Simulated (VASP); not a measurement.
# Si2W in VASP: further runs

Si2W is run at these levels: PBEsol; tasks: single point.

Everything below comes from runs of VASP 6.6.1. Logs are shortened: lines on timing, memory, paths and dates and some standing lists are left out, and cuts for length are marked.

## (1) The cell of the first run

Symmetry: I4/mmm, No. 139, tetragonal system. The conventional cell has a = 3.202 Å, b = 3.202 Å, c = 7.821 Å, α = 90.00°, β = 90.00°, γ = 90.00°. Within 3.4 Å of Si (site symmetry 4mm) lie 9 Si at 2.59 to 3.20 Å and 5 W at 2.61 to 2.62 Å. Within 3.4 Å of W (site symmetry 4/mmm) lie 10 Si at 2.61 to 2.62 Å and 4 W at 3.20 Å.

## (2) Single point, PBEsol

Input file INCAR:

```
SYSTEM = Si2W
ALGO     = Normal         ! electronic algorithm
EDIFF    = 1E-6           ! SCF threshold, eV
ENCUT    = 520            ! plane-wave cutoff, eV
GGA      = PS             ! functional
ISIF     = 2              ! what is computed and relaxed
ISMEAR   = -1             ! smearing method
LASPH    = .True.         ! aspherical terms in the spheres
LCHARG   = .False.        ! write CHGCAR
LREAL    = .False.        ! projectors in reciprocal space
LWAVE    = .False.        ! write WAVECAR
NBANDS   = 18             ! bands
NELM     = 60             ! most SCF steps
PREC     = Accurate       ! precision mode
SIGMA    = 0.15           ! smearing width, eV
```

Input file KPOINTS:

```
k-points
0
Gamma
  18 18 18
  0 0 0
```

Input file POSCAR:

```
Si2W
1.0
   -1.6010955949      1.6010955949      3.9105756739
    1.6010955949     -1.6010955949      3.9105756739
    1.6010955949      1.6010955949     -3.9105756739
Si W
2 1
Direct
    0.3344085199      0.3344085199      0.0000000000
    0.6655914801      0.6655914801      0.0000000000
    0.0000000000      0.0000000000      0.0000000000
```

Potentials or basis: VASP PAW PBE potentials, release 64 (Si, W_sv).

On the command line:

```console
cat potpaw_PBE.64/Si/POTCAR potpaw_PBE.64/W_sv/POTCAR > POTCAR
mpirun -np 1 vasp_std > vasp.out
```

OUTCAR:

```text
SYSTEM = Si2W
   EDIFF = 1E-6
   ENCUT = 520
   GGA = PS
   ISIF = 2
   ISMEAR = -1
   LASPH = .True.
   LREAL = .False.
   NELM = 60
   PREC = Accurate

 ion  position               nearest neighbor table
   1  0.334  0.334  0.000-   2 2.59   3 2.61   3 2.61   3 2.61   3 2.61   3 2.62   2 2.62   2 2.62
                             2 2.62   2 2.62
   2  0.666  0.666  0.000-   1 2.59   3 2.61   3 2.61   3 2.61   3 2.61   3 2.62   1 2.62   1 2.62
                             1 2.62   1 2.62
   3  0.000  0.000  0.000-   1 2.61   2 2.61   2 2.61   2 2.61   2 2.61   1 2.61   1 2.61   1 2.61
                             1 2.62   2 2.62

  LATTYP: Found a body centered tetragonal cell.
 ALAT       =     3.2021911898
 C/A-ratio  =     2.4424373450

  Lattice vectors:

 A1 = (  -1.6010955949,   1.6010955949,   3.9105756739)
 A2 = (   1.6010955949,  -1.6010955949,   3.9105756739)
 A3 = (   1.6010955949,   1.6010955949,  -3.9105756739)

Analysis of symmetry for initial positions (statically):
=====================================================================
 Subroutine PRICEL returns:
 Original cell was already a primitive cell.

 Routine SETGRP: Setting up the symmetry group for a
 body centered tetragonal supercell.

 Subroutine GETGRP returns: Found 16 space group operations
 (whereof 16 operations were pure point group operations)
 out of a pool of 16 trial point group operations.

The static configuration has the point symmetry D_4h.

Analysis of symmetry for dynamics (positions and initial velocities):
=====================================================================
 Subroutine PRICEL returns:
 Original cell was already a primitive cell.

 Routine SETGRP: Setting up the symmetry group for a
 body centered tetragonal supercell.

 Subroutine GETGRP returns: Found 16 space group operations
 (whereof 16 operations were pure point group operations)
 out of a pool of 16 trial point group operations.

The dynamic configuration has the point symmetry D_4h.

 Subroutine INISYM returns: Found 16 space group operations
 (whereof 16 operations are pure point group operations),
 and found     1 'primitive' translations

----------------------------------------------------------------------------------------

                                     Primitive cell

  volume of cell :      40.0992

  direct lattice vectors                    reciprocal lattice vectors
[... 83 lines left out ...]
   ISPIN  =      1    spin polarized calculation?
   LNONCOLLINEAR =      F non collinear calculations
   LSORBIT =      F    spin-orbit coupling
   LASPH  =      T    aspherical Exc in radial PAW
   ENCUT  =  520.0 eV  38.22 Ry    6.18 a.u.   8.40  8.40  8.40*2*pi/ulx,y,z
   NELM   =     60;   NELMIN=  2; NELMDL= -5     # of ELM steps
   EDIFF  = 0.1E-05   stopping-criterion for ELM
   LREAL  =      F    real-space projection
   EDIFFG = 0.1E-04   stopping-criterion for IOM
   NSW    =      0    number of steps for IOM
   IBRION =     -1    ionic relax: 0-MD 1-quasi-New 2-CG
   NFREE  =      0    steps in history (QN), initial steepest desc. (CG)
   ISIF   =      2    stress and relaxation
   ISYM   =      2    0-nonsym 1-usesym 2-fastsym
   POTIM  = 0.5000    time-step for ionic-motion
   TEBEG  =    0.0;   TEEND  =   0.0 temperature during run
   PSTRESS=    0.0 pullay stress
   NELECT =      22.0000    total number of electrons
   NUPDOWN=      -1.0000    fix difference up-down
   EMIN   =  10.00;   EMAX   =-10.00  energy-range for DOS
   EFERMI =   0.00;   METHOD = LEGACY
   ISMEAR =    -1;   SIGMA  =   0.15  broadening in eV -4-tet -1-fermi 0-gaus
   EFERMI_NEDOS =   21; number of points for ismear=-14 and -15
   IALGO  =     38    algorithm
   IMIX   =      4    mixing-type and parameters
     AMIX     =   0.40;   BMIX     =  1.00
     AMIX_MAG =   1.60;   BMIX_MAG =  1.00
  volume/ion in A,a.u.               =      13.37        90.20
  Fermi-wavevector in a.u.,A,eV,Ry     =   1.340203  2.532617 24.438032  1.796145
  Thomas-Fermi vector in A             =   2.468535
   LORBIT       =      0    0 simple, 1 ext, 2 COOP (PROOUT), +10 PAW based schemes
   GGA     = PS    functional components
   LHFCALC =     F    Hartree Fock is set to
   AEXX    =    0.0000 exact exchange contribution
   IVDW    =     0    specifies the selected vdW correction
   LEPSILON=     F    determine dielectric tensor
   LRPA    =     F    only Hartree local field effects (RPA)
 non-spin polarized calculation
  energy-cutoff  :      520.00
  volume of cell :       40.10
 maximum number of plane-waves:      1104
 NGX is ok and might be reduce to    36
   NGX = 17   NGY = 17   NGZ = 17

 number of electron      21.9999999 magnetization

 Free energy of the ion-electron system (eV)
  ---------------------------------------------------
  ext. energy  EPLUGINS =         0.00000000
  ---------------------------------------------------
  free energy    TOTEN  =       -26.65168192 eV

  energy without entropy =      -26.62231226  energy(sigma->0) =      -26.63699709

 E-fermi :  11.9891     XC(G=0): -12.6465

 val. band max:       11.9535373964   @ k =  -0.3889   0.5000   0.3333
 cond. band min:      12.0318544762   @ k =  -0.3889  -0.4444   0.3333
 fundamental gap:      0.0783170798
 Fermi energy:        11.9891153900

 k-point     1 :       0.0000    0.0000    0.0000
  band No.  band energies     occupation
      1     -61.8119      2.00000
      2     -26.0892      2.00000
      3     -26.0553      2.00000
      4     -26.0553      2.00000
      5      -2.1617      2.00000
      6       5.0648      2.00000
[... 481 lines left out ...]
      5      -1.2443      2.00000
      6       5.2125      2.00000
[... 10 lines left out ...]
     17      18.3655      0.00000
     18      20.2317      0.00000

 [... further k-points ...]
[... 5 lines left out ...]
  --------------------------------------------------------------------------------------
  -------------------------------------------------------------------------------------
  Total        0.0842109      0.0842109      0.0676088      0.0000000      0.0000000     -0.0000000
  in kB        3.3646784      3.3646784      2.7013356      0.0000000      0.0000000     -0.0000000
  external PRESSURE =       3.1435641 kB  Pullay stress =       0.0000000 kB

 VOLUME and BASIS-vectors are now :
 -----------------------------------------------------------------------------
  energy-cutoff  :      520.00
  volume of cell :       40.10
      direct lattice vectors                 reciprocal lattice vectors
    -1.601095595  1.601095595  3.910575674     0.000000000  0.312286163  0.127858413
     1.601095595 -1.601095595  3.910575674     0.312286163  0.000000000  0.127858413
     1.601095595  1.601095595 -3.910575674     0.312286163  0.312286163  0.000000000

 POSITION                                       TOTAL-FORCE (eV/Angst)
 -----------------------------------------------------------------------------------
      0.00000      0.00000      2.61546        -0.000000     -0.000000     -0.005289
      0.00000      0.00000      5.20569         0.000000      0.000000      0.005289
      0.00000      0.00000      0.00000        -0.000000     -0.000000      0.000000
 -----------------------------------------------------------------------------------
    total drift:                                0.000000     -0.000000      0.000000

  FREE ENERGIE OF THE ION-ELECTRON SYSTEM (eV)
  ---------------------------------------------------
  free  energy   TOTEN  =       -26.6516819183 eV

  energy  without entropy=      -26.6223122645  energy(sigma->0) =      -26.63699709
```

stdout:

```text
POSCAR found type information on POSCAR SiW
 POSCAR found :  2 types and       3 ions
 scaLAPACK will be used
 -----------------------------------------------------------------------------
|                                                                             |
|                                                                             |
|     You enforced a specific xc type in the INCAR file but a different       |
|     I HOPE YOU KNOW WHAT YOU ARE DOING!                                     |
|                                                                             |
 -----------------------------------------------------------------------------

 LDA part: xc-table for (Slater+PW92), standard interpolation
 POSCAR, INCAR and KPOINTS ok, starting setup
 FFT: planning ... GRIDC
 FFT: planning ... GRID_SOFT
 FFT: planning ... GRID
 WAVECAR not read
 entering main loop
```

It took 9.2 min on 1 thread of Intel Xeon 8259CL, shared host; peak memory 0.46 GiB.

What came out:

```
Free energy            : -26.6517 eV
Pressure               : 0.3 GPa
Largest force          : 0.005 eV/Å
Band gap on the k mesh : zero (bands 11 and 12 overlap by 1.31 eV)
```

Forces in eV/Å, atoms in the order of the input:
```
Si   0.000  0.000 -0.005
Si   0.000  0.000  0.005
W    0.000  0.000  0.000
```

Caveat: the PAW data sets were made with another functional, which shifts forces and pressure a little; spin-orbit coupling is left out, which moves the levels of the heavy elements.

## (3) Single point, PBEsol (uniaxial strain along a: +3.0 %)

Input file INCAR:

```
SYSTEM = Si2W
ALGO = Normal
EDIFF = 1E-7
ENCUT = 520
GGA = PS
ISIF = 2
ISMEAR = 0
LASPH = .TRUE.
LCHARG = .TRUE.
LELF = .TRUE.
LREAL = .FALSE.
LVHAR = .TRUE.
LWAVE = .FALSE.
NBANDS = 31
NELM = 60
PREC = Accurate
SIGMA = 0.1
```

Input file KPOINTS:

```
k-points
0
G
  12 12 6
  0 0 0
```

Input file POSCAR:

```
Si2W
1.0
    3.2985745490      0.0000000000      0.0000000000
    0.0000000000      3.1784808154      0.0000000000
    0.0000000000      0.0000000000      7.7571145346
Si W
4 2
Direct
    0.0000000000      0.0000000000      0.3346297702
    0.5000000000      0.5000000000      0.1653702298
    0.5000000000      0.5000000000      0.8346297702
    0.0000000000      0.0000000000      0.6653702298
    0.0000000000      0.0000000000      0.0000000000
    0.5000000000      0.5000000000      0.5000000000
```

Potentials or basis: VASP PAW PBE potentials, release 64 (Si, W_sv).

On the command line:

```console
cat potpaw_PBE.64/Si/POTCAR potpaw_PBE.64/W_sv/POTCAR > POTCAR
mpirun -np 1 vasp_std > vasp.out
```

OUTCAR:

```text
SYSTEM = Si2W
   EDIFF = 1E-7
   ENCUT = 520
   GGA = PS
   ISIF = 2
   ISMEAR = 0
   LASPH = .TRUE.
   LREAL = .FALSE.
   NELM = 60
   PREC = Accurate

 ion  position               nearest neighbor table
   1  0.000  0.000  0.335-   4 2.57   5 2.60   6 2.63   6 2.63   6 2.63   6 2.63   2 2.64   2 2.64
                             2 2.64   2 2.64
   2  0.500  0.500  0.165-   3 2.57   6 2.60   5 2.63   5 2.63   5 2.63   5 2.63   1 2.64   1 2.64
                             1 2.64   1 2.64
   3  0.500  0.500  0.835-   2 2.57   6 2.60   5 2.63   5 2.63   5 2.63   5 2.63   4 2.64   4 2.64
                             4 2.64   4 2.64
[... 1050 lines left out ...]
  Total       -5.2227915      0.2953013      1.2226439      0.0000000      0.0000000      0.0000000
  in kB     -102.8885789      5.8174113     24.0859876      0.0000000      0.0000000      0.0000000
  external PRESSURE =     -24.3283933 kB  Pullay stress =       0.0000000 kB

 VOLUME and BASIS-vectors are now :
 -----------------------------------------------------------------------------
  energy-cutoff  :      520.00
  volume of cell :       81.33
      direct lattice vectors                 reciprocal lattice vectors
     3.298574549  0.000000000  0.000000000     0.303161255  0.000000000  0.000000000
     0.000000000  3.178480815  0.000000000     0.000000000  0.314615710  0.000000000
     0.000000000  0.000000000  7.757114535     0.000000000  0.000000000  0.128913915

 POSITION                                       TOTAL-FORCE (eV/Angst)
 -----------------------------------------------------------------------------------
      0.00000      0.00000      2.59576         0.000000     -0.000000      0.010404
      1.64929      1.58924      1.28280        -0.000000     -0.000000     -0.010404
      1.64929      1.58924      6.47432        -0.000000      0.000000      0.010404
      0.00000      0.00000      5.16135         0.000000      0.000000     -0.010404
      0.00000      0.00000      0.00000         0.000000      0.000000      0.000000
      1.64929      1.58924      3.87856         0.000000     -0.000000      0.000000
 -----------------------------------------------------------------------------------
    total drift:                                0.000000      0.000000      0.000000

  FREE ENERGIE OF THE ION-ELECTRON SYSTEM (eV)
  ---------------------------------------------------
  free  energy   TOTEN  =       -53.1971090834 eV

  energy  without entropy=      -53.1943254555  energy(sigma->0) =      -53.19571727
```

Wall time 6.9 min (1 thread of Intel Xeon Platinum 8375C at 2.90GHz (Ice Lake), shared host); peak memory 0.48 GiB.

Results:

- Free energy: -53.1971 eV
- Pressure: -2.4 GPa
- Largest force: 0.010 eV/Å
- Band gap on the k mesh: zero (bands 22 and 23 overlap by 0.99 eV)

Forces in eV/Å, atoms in the order of the input:
```
Si   0.000  0.000  0.010
Si   0.000  0.000 -0.010
Si   0.000  0.000  0.010
Si   0.000  0.000 -0.010
W    0.000  0.000  0.000
W    0.000  0.000  0.000
```

Levels at points of the mesh, in eV from the Fermi level:
| k point | band 19 | band 20 | band 21 | band 22 | band 23 | band 24 | band 25 | band 26 |
| --- | --- | --- | --- | --- | --- | --- | --- | --- |
| (0.00, 0.00, 0.00) | -1.36 | -0.72 | -0.50 | -0.23 | 0.52 | 0.72 | 2.35 | 2.61 |
| (0.50, 0.00, 0.00) | -2.48 | -2.48 | -0.55 | -0.55 | 2.01 | 2.01 | 2.57 | 2.57 |
| (0.00, 0.50, 0.00) | -2.40 | -2.40 | -0.96 | -0.96 | 2.16 | 2.16 | 3.26 | 3.26 |
| (0.50, 0.50, 0.00) | -3.12 | -3.12 | -1.77 | -1.77 | 2.57 | 2.57 | 2.97 | 2.97 |
| (0.00, 0.00, 0.50) | -1.97 | -1.97 | 0.62 | 0.62 | 1.20 | 1.20 | 1.48 | 1.48 |
| (0.50, 0.00, 0.50) | -2.57 | -2.57 | -0.29 | -0.29 | 2.15 | 2.15 | 3.03 | 3.03 |
| (0.00, 0.50, 0.50) | -2.69 | -2.69 | -0.67 | -0.67 | 2.39 | 2.39 | 2.96 | 2.96 |
| (0.50, 0.50, 0.50) | -2.46 | -2.46 | -2.27 | -2.27 | 0.18 | 0.18 | 2.63 | 2.63 |

Caveat: the cell differs from its parent crystal (uniaxial strain along a: +3.0 %); the stress differs along the axes, from -10 to 2 GPa; the PAW data sets were made with another functional, which shifts forces and pressure a little; spin-orbit coupling is left out, which moves the levels of the heavy elements.

The gap in the log of VASP goes by the Fermi energy; the results here count the filled bands.